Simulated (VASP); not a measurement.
# CdRe (P4/mmm) in VASP: further runs

CdRe is run at these levels: LDA; tasks: single point, relaxation of cell and atoms.

Program: VASP 6.6.1. These are calculated values, not measurements. Logs are shortened: lines on timing, memory, paths and dates and some standing lists are left out, and cuts for length are marked.

### Step 1. The cell of the first run

The structure is tetragonal, space group P4/mmm (No. 123). The conventional cell has a = 2.665 Å, b = 2.665 Å, c = 4.563 Å, α = 90.00°, β = 90.00°, γ = 90.00°. Cd (site symmetry 4/mmm) has 4 Cd at 2.66 Å and 8 Re at 2.96 Å within 3.5 Å. Re (site symmetry 4/mmm) has 4 Re at 2.66 Å and 8 Cd at 2.96 Å within 3.5 Å.

### Step 2. Single point, LDA

File INCAR:

```
SYSTEM = CdRe
PREC = Accurate
ENCUT = 600
EDIFF = 1E-6
ISMEAR = -1
SIGMA = 0.05
LREAL = .False.
LASPH = .True.
NELM = 120
ALGO = Normal
ISIF = 2
LWAVE = .False.
LCHARG = .True.
LELF = .True.
LVHAR = .True.
NBANDS = 27
GGA_COMPAT = .False.
```

File KPOINTS:

```
Automatic mesh
0
Gamma
  4 4 4
  0 0 0
```

File POSCAR:

```
CdRe
1.0
    4.5625346457      0.0000000000      0.0000000000
    0.0000000000      3.7687620947      0.0000000000
    0.0000000000      0.0000000000      3.7687620947
Cd Re
2 2
Direct
    0.0000000000      0.0000000000      0.0000000000
    0.0000000000      0.5000000000      0.5000000000
    0.5000000000      0.0000000000      0.5000000000
    0.5000000000      0.5000000000      0.0000000000
```

Potentials or basis: VASP PAW LDA potentials, release 64 (Cd, Re).

Command:

```console
> cat potpaw_LDA.64/Cd/POTCAR potpaw_LDA.64/Re/POTCAR > POTCAR
> mpirun -np 1 vasp_std > vasp.out
```

OUTCAR:

```text
SYSTEM = CdRe
   PREC = Accurate
   ENCUT = 600
   EDIFF = 1E-6
   ISMEAR = -1
   LREAL = .False.
   LASPH = .True.
   NELM = 120
   ISIF = 2

 ion  position               nearest neighbor table
   1  0.000  0.000  0.000-   2 2.66   2 2.66   2 2.66   2 2.66   3 2.96   4 2.96   4 2.96   3 2.96
                             3 2.96   4 2.96   3 2.96   4 2.96
   2  0.000  0.500  0.500-   1 2.66   1 2.66   1 2.66   1 2.66   4 2.96   4 2.96   3 2.96   3 2.96
                             3 2.96   4 2.96   4 2.96   3 2.96
   3  0.500  0.000  0.500-   4 2.66   4 2.66   4 2.66   4 2.66   2 2.96   2 2.96   1 2.96   1 2.96
                             1 2.96   2 2.96   1 2.96   2 2.96
   4  0.500  0.500  0.000-   3 2.66   3 2.66   3 2.66   3 2.66   2 2.96   1 2.96   1 2.96   2 2.96
                             1 2.96   2 2.96   2 2.96   1 2.96

  LATTYP: Found a simple tetragonal cell.
 ALAT       =     3.7687620947
 C/A-ratio  =     1.2106189064

  Lattice vectors:

 A1 = (   0.0000000000,   3.7687620947,   0.0000000000)
 A2 = (   0.0000000000,   0.0000000000,   3.7687620947)
 A3 = (   4.5625346457,   0.0000000000,   0.0000000000)

Analysis of symmetry for initial positions (statically):
=====================================================================
 Subroutine PRICEL returns following result:

  LATTYP: Found a simple tetragonal cell.
 ALAT       =     2.6649172338
 C/A-ratio  =     1.7120736763

  Lattice vectors:

 A1 = (   0.0000000000,   1.8843810474,  -1.8843810474)
 A2 = (   0.0000000000,   1.8843810474,   1.8843810474)
 A3 = (   4.5625346457,   0.0000000000,   0.0000000000)

   2 primitive cells build up your supercell.

 Routine SETGRP: Setting up the symmetry group for a
 simple tetragonal supercell.

 Subroutine GETGRP returns: Found 16 space group operations
 (whereof 16 operations were pure point group operations)
 out of a pool of 16 trial point group operations.

The static configuration has the point symmetry D_4h.

Analysis of symmetry for dynamics (positions and initial velocities):
=====================================================================
 Subroutine PRICEL returns following result:

  LATTYP: Found a simple tetragonal cell.
 ALAT       =     2.6649172338
 C/A-ratio  =     1.7120736763

  Lattice vectors:

 A1 = (   0.0000000000,   1.8843810474,  -1.8843810474)
 A2 = (   0.0000000000,   1.8843810474,   1.8843810474)
 A3 = (   4.5625346457,   0.0000000000,   0.0000000000)

   2 primitive cells build up your supercell.

 Routine SETGRP: Setting up the symmetry group for a
 simple tetragonal supercell.

 Subroutine GETGRP returns: Found 16 space group operations
 (whereof 16 operations were pure point group operations)
 out of a pool of 16 trial point group operations.

The dynamic configuration has the point symmetry D_4h.

 Subroutine INISYM returns: Found 16 space group operations
 (whereof 16 operations are pure point group operations),
 and found     2 'primitive' translations

----------------------------------------------------------------------------------------

                                     Primitive cell

  volume of cell :      32.4021

  direct lattice vectors                    reciprocal lattice vectors
     0.000000000  1.884381047 -1.884381047     0.000000000  0.265339115 -0.265339115
     0.000000000  1.884381047  1.884381047     0.000000000  0.265339115  0.265339115
     4.562534646  0.000000000  0.000000000     0.219176418  0.000000000  0.000000000

  length of vectors
     2.664917234  2.664917234  4.562534646     0.375246175  0.375246175  0.219176418

  position of ions in fractional coordinates (direct lattice)
     0.000000000  0.000000000  0.000000000
     0.500000000  0.500000000  0.500000000

  ion indices of the primitive-cell ions
   primitive index   ion index
                 1           1
                 2           3

----------------------------------------------------------------------------------------

 KPOINTS: Automatic mesh

Automatic generation of k-mesh.
 Grid dimensions read from file:
 generate k-points for:    4    4    4

 Generating k-lattice:

  Cartesian coordinates                     Fractional coordinates (reciprocal lattice)
     0.054794104  0.000000000  0.000000000     0.250000000  0.000000000  0.000000000
     0.000000000  0.066334779  0.000000000     0.000000000  0.250000000  0.000000000
     0.000000000  0.000000000  0.066334779     0.000000000  0.000000000  0.250000000

  Length of vectors
     0.054794104  0.066334779  0.066334779

  Shift w.r.t. Gamma in fractional coordinates (k-lattice)
     0.000000000  0.000000000  0.000000000

 Subroutine IBZKPT returns following result:
 ===========================================

 Found     18 irreducible k-points:

 Following reciprocal coordinates:
            Coordinates               Weight
  0.000000  0.000000  0.000000      1.000000
  0.250000  0.000000  0.000000      2.000000
  0.500000  0.000000  0.000000      1.000000
  0.000000  0.250000  0.000000      4.000000
  0.250000  0.250000  0.000000      8.000000
  0.500000  0.250000  0.000000      4.000000
[... 10 lines left out ...]
  0.250000  0.500000  0.500000      2.000000
  0.500000  0.500000  0.500000      1.000000
   k-points           NKPTS =     18   k-points in BZ     NKDIM =     18   number of bands    NBANDS=     27
   number of dos      NEDOS =    301   number of ions     NIONS =      4
   total plane-waves  NPLWV =  32400
   dimension x,y,z NGX =    36 NGY =   30 NGZ =   30
   dimension x,y,z NGXF=    72 NGYF=   60 NGZF=   60
   ions per type =               2   2
   NGX,Y,Z   is equivalent  to a cutoff of  13.12, 13.23, 13.23 a.u.
   NGXF,Y,Z  is equivalent  to a cutoff of  26.23, 26.47, 26.47 a.u.
 SYSTEM =  CdRe
   PREC   = accura    normal or accurate (medium, high low for compatibility)
   ISTART =      0    job   : 0-new  1-cont  2-samecut
   ICHARG =      2    charge: 1-file 2-atom 10-const
   ISPIN  =      1    spin polarized calculation?
   LNONCOLLINEAR =      F non collinear calculations
   LSORBIT =      F    spin-orbit coupling
   LASPH  =      T    aspherical Exc in radial PAW
   ENCUT  =  600.0 eV  44.10 Ry    6.64 a.u.   9.11  7.53  7.53*2*pi/ulx,y,z
   NELM   =    120;   NELMIN=  2; NELMDL= -5     # of ELM steps
   EDIFF  = 0.1E-05   stopping-criterion for ELM
   LREAL  =      F    real-space projection
   EDIFFG = 0.1E-04   stopping-criterion for IOM
   NSW    =      0    number of steps for IOM
   IBRION =     -1    ionic relax: 0-MD 1-quasi-New 2-CG
   NFREE  =      0    steps in history (QN), initial steepest desc. (CG)
   ISIF   =      2    stress and relaxation
   ISYM   =      2    0-nonsym 1-usesym 2-fastsym
   POTIM  = 0.5000    time-step for ionic-motion
   TEBEG  =    0.0;   TEEND  =   0.0 temperature during run
   PSTRESS=    0.0 pullay stress
   NELECT =      38.0000    total number of electrons
   NUPDOWN=      -1.0000    fix difference up-down
   EMIN   =  10.00;   EMAX   =-10.00  energy-range for DOS
   EFERMI =   0.00;   METHOD = LEGACY
   ISMEAR =    -1;   SIGMA  =   0.05  broadening in eV -4-tet -1-fermi 0-gaus
   EFERMI_NEDOS =   21; number of points for ismear=-14 and -15
   IALGO  =     38    algorithm
   IMIX   =      4    mixing-type and parameters
     AMIX     =   0.40;   BMIX     =  1.00
     AMIX_MAG =   1.60;   BMIX_MAG =  1.00
  volume/ion in A,a.u.               =      16.20       109.33
  Fermi-wavevector in a.u.,A,eV,Ry     =   1.370255  2.589407 25.546293  1.877600
  Thomas-Fermi vector in A             =   2.496058
   LORBIT       =      0    0 simple, 1 ext, 2 COOP (PROOUT), +10 PAW based schemes
   GGA     = CA    functional components
   LHFCALC =     F    Hartree Fock is set to
   AEXX    =    0.0000 exact exchange contribution
   IVDW    =     0    specifies the selected vdW correction
   LEPSILON=     F    determine dielectric tensor
   LRPA    =     F    only Hartree local field effects (RPA)
 non-spin polarized calculation
  energy-cutoff  :      600.00
  volume of cell :       64.80
 maximum number of plane-waves:      2186
   NGX = 19   NGY = 15   NGZ = 15

 number of electron      37.9999997 magnetization

 Free energy of the ion-electron system (eV)
  ---------------------------------------------------
  ext. energy  EPLUGINS =         0.00000000
  ---------------------------------------------------
  free energy    TOTEN  =       -27.61397415 eV

  energy without entropy =      -27.58742981  energy(sigma->0) =      -27.60070198

 E-fermi :   6.0373     XC(G=0): -13.1441

 val. band max:        6.0005831815   @ k =   0.2500   0.5000   0.5000
 cond. band min:       6.0564006449   @ k =   0.5000   0.5000   0.0000
 fundamental gap:      0.0558174634
 Fermi energy:         6.0372779175

 k-point     1 :       0.0000    0.0000    0.0000
  band No.  band energies     occupation
      1      -4.9199      2.00000
      2      -4.8323      2.00000
      3      -4.6344      2.00000
      4      -4.0900      2.00000
      5      -3.9927      2.00000
      6      -3.9927      2.00000
[... 19 lines left out ...]
     26      13.1739      0.00000
     27      13.6795      0.00000

 k-point     2 :       0.2500    0.0000    0.0000
  band No.  band energies     occupation
      1      -4.9072      2.00000
      2      -4.7533      2.00000
      3      -4.4902      2.00000
      4      -3.8717      2.00000
      5      -3.8717      2.00000
      6      -3.5586      2.00000
[... 19 lines left out ...]
     26      13.1837      0.00000
     27      14.1556      0.00000

 k-point     3 :       0.5000    0.0000    0.0000
  band No.  band energies     occupation
      1      -4.8944      2.00000
      2      -4.6720      2.00000
      3      -4.4017      2.00000
      4      -3.7395      2.00000
      5      -3.7395      2.00000
      6      -2.6721      2.00000
[... 414 lines left out ...]
      1      -4.3863      2.00000
      2      -4.3863      2.00000
      3      -4.2011      2.00000
      4      -4.2011      2.00000
      5      -3.1177      2.00000
      6      -3.1177      2.00000
[... 19 lines left out ...]
     26      10.8884      0.00000
     27      13.4608      0.00000

 k-point    18 :       0.5000    0.5000    0.5000
  band No.  band energies     occupation
      1      -4.4020      2.00000
      2      -4.4020      2.00000
      3      -4.3727      2.00000
      4      -4.3727      2.00000
      5      -3.1308      2.00000
      6      -3.1308      2.00000
[... 19 lines left out ...]
     26       9.7966      0.00000
     27      13.5259      0.00000

------------------------ aborting loop because EDIFF is reached ----------------------------------------

  FORCE on cell =-STRESS in cart. coord.  units (eV):
  Direction    XX          YY          ZZ          XY          YZ          ZX
  --------------------------------------------------------------------------------------
  -------------------------------------------------------------------------------------
  Total        0.6113302      0.6142478      0.6142478     -0.0000000      0.0000000      0.0000000
  in kB       15.1141191     15.1862521     15.1862521     -0.0000000      0.0000000      0.0000000
  external PRESSURE =      15.1622077 kB  Pullay stress =       0.0000000 kB

 VOLUME and BASIS-vectors are now :
 -----------------------------------------------------------------------------
  energy-cutoff  :      600.00
  volume of cell :       64.80
      direct lattice vectors                 reciprocal lattice vectors
     4.562534646  0.000000000  0.000000000     0.219176418  0.000000000  0.000000000
     0.000000000  3.768762095  0.000000000     0.000000000  0.265339115  0.000000000
     0.000000000  0.000000000  3.768762095     0.000000000  0.000000000  0.265339115

 POSITION                                       TOTAL-FORCE (eV/Angst)
 -----------------------------------------------------------------------------------
      0.00000      0.00000      0.00000         0.000000     -0.000000      0.000000
      0.00000      1.88438      1.88438         0.000000     -0.000000      0.000000
      2.28127      0.00000      1.88438        -0.000000      0.000000     -0.000000
      2.28127      1.88438      0.00000        -0.000000      0.000000     -0.000000
 -----------------------------------------------------------------------------------
    total drift:                                0.000000      0.000000      0.000000

  FREE ENERGIE OF THE ION-ELECTRON SYSTEM (eV)
  ---------------------------------------------------
  free  energy   TOTEN  =       -27.6139741512 eV

  energy  without entropy=      -27.5874298055  energy(sigma->0) =      -27.60070198
```

Run time: 52 s. Hardware: 1 thread of Intel Xeon 8259CL, shared host; peak memory 0.18 GiB.

Results:

* Free energy: -27.6140 eV
* Pressure: 1.5 GPa
* Band gap on the k mesh: zero (bands 19 and 20 overlap by 2.16 eV)

Caveat: the k points lie up to 0.42 Å⁻¹ apart, too coarse for converged energies and pressures of a metal; spin-orbit coupling is left out, which moves the levels of the heavy elements.

### Step 3. Relaxation of cell and atoms, LDA

This run uses another cell than the first one, of 17.93 Å³/atom.

File INCAR:

```
SYSTEM = CdRe
  ALGO = Normal
  EDIFF = 1E-7
  EDIFFG = -0.01
  ENCUT = 600
  GGA = CA
  GGA_COMPAT = .False.
  IBRION = 2
  ISIF = 3
  ISMEAR = -1
  LASPH = .True.
  LCHARG = .False.
  LREAL = .False.
  LWAVE = .False.
  NELM = 120
  NELMIN = 4
  NSW = 60
  PREC = Accurate
  SIGMA = 0.05
```

File KPOINTS:

```
k-points
0
Gamma
  4 4 4
  0 0 0
```

File POSCAR:

```
CdRe
1.0
    4.1550000000      0.0000000000      0.0000000000
    0.0000000000      4.1550000000      0.0000000000
    0.0000000000      0.0000000000      4.1550000000
Cd Re
2 2
Direct
    0.0000000000      0.0000000000      0.0000000000
    0.0000000000      0.5000000000      0.5000000000
    0.5000000000      0.0000000000      0.5000000000
    0.5000000000      0.5000000000      0.0000000000
```

Potentials or basis: VASP PAW LDA potentials, release 64 (Cd, Re).

Command:

```console
> cat potpaw_LDA.64/Cd/POTCAR potpaw_LDA.64/Re/POTCAR > POTCAR
> mpirun -np 1 vasp_std > vasp.out
```

Wall time 7.9 min (1 thread of Intel Xeon 8259CL, shared host); peak memory 0.21 GiB.

Results (log left out):

```yaml
Free_energy: -27.6181 eV
Relaxed_volume: 16.32 Å³/atom
Relaxed_cell: a = 4.577 Å, b = 3.776 Å, c = 3.776 Å, α = 90.00°, β = 90.00°, γ = 90.00°
Space_group_after_relaxing_to_0.1_Å: P4/mmm (No. 123)
Energy_gained_by_relaxing: 282.0 meV/atom
Ionic_steps: 12
Pressure_after_relaxing: 0.0 GPa
Band_gap_on_the_k_mesh: zero (bands 19 and 20 overlap by 2.16 eV)
```

Step by step:
| step | energy change (eV) | largest force (eV/Å) | pressure (GPa) | volume (Å³) |
| --- | --- | --- | --- | --- |
| 1 | 0.0000 | 0.0000 | -17.67 | 71.73 |
| 2 | 1.2715 | 0.0000 | 72.16 | 52.93 |
| 3 | -0.6077 | 0.0000 | 2.27 | 63.95 |
| 4 | -0.6098 | 0.0000 | 3.38 | 63.65 |
| 5 | -1.0026 | 0.0000 | 4.51 | 63.54 |
| 6 | -1.0850 | 0.0000 | 6.65 | 63.32 |
| 7 | -1.0843 | 0.0000 | 7.22 | 63.26 |
| 8 | -0.9230 | 0.0000 | -12.17 | 70.04 |
| 9 | -1.1269 | 0.0000 | 0.07 | 65.31 |
| 10 | -1.1269 | 0.0000 | 0.28 | 65.25 |
| 11 | -1.1280 | 0.0000 | -0.05 | 65.28 |
| 12 | -1.1280 | 0.0000 | 0.00 | 65.28 |

Final structure:
```
Cd Re
1.0
     4.57750    0.00000    0.00000
     0.00000    3.77631    0.00000
     0.00000    0.00000    3.77631
Cd Re
2 2
Direct
  0.00000 0.00000 0.00000
  0.00000 0.50000 0.50000
  0.50000 0.00000 0.50000
  0.50000 0.50000 0.00000
```

Levels at points of the mesh, in eV from the Fermi level:
```
           k point  band 16  band 17  band 18  band 19  band 20  band 21  band 22  band 23
(0.00, 0.00, 0.00)    -1.80    -1.68     0.07     1.20     1.20     1.23     1.23     2.95
(0.50, 0.00, 0.00)    -3.55    -2.90    -0.15     0.81     0.81     2.93     4.98     5.26
(0.00, 0.50, 0.00)    -2.28    -1.60    -1.60    -0.58    -0.58    -0.20    -0.20     4.46
(0.50, 0.50, 0.00)    -1.44    -1.43    -1.43    -0.93    -0.93     0.02     0.02     0.88
(0.00, 0.50, 0.50)    -3.42    -2.44    -2.44    -0.11    -0.11     1.52     1.52     4.64
(0.50, 0.50, 0.50)    -2.58    -0.91    -0.91    -0.19    -0.19     0.04     0.04     1.62
```

Caveat: the k points lie up to 0.42 Å⁻¹ apart in the final cell, too coarse for converged energies and pressures of a metal; spin-orbit coupling is left out, which moves the levels of the heavy elements.

The gap in the log of VASP goes by the Fermi energy; the results here count the filled bands.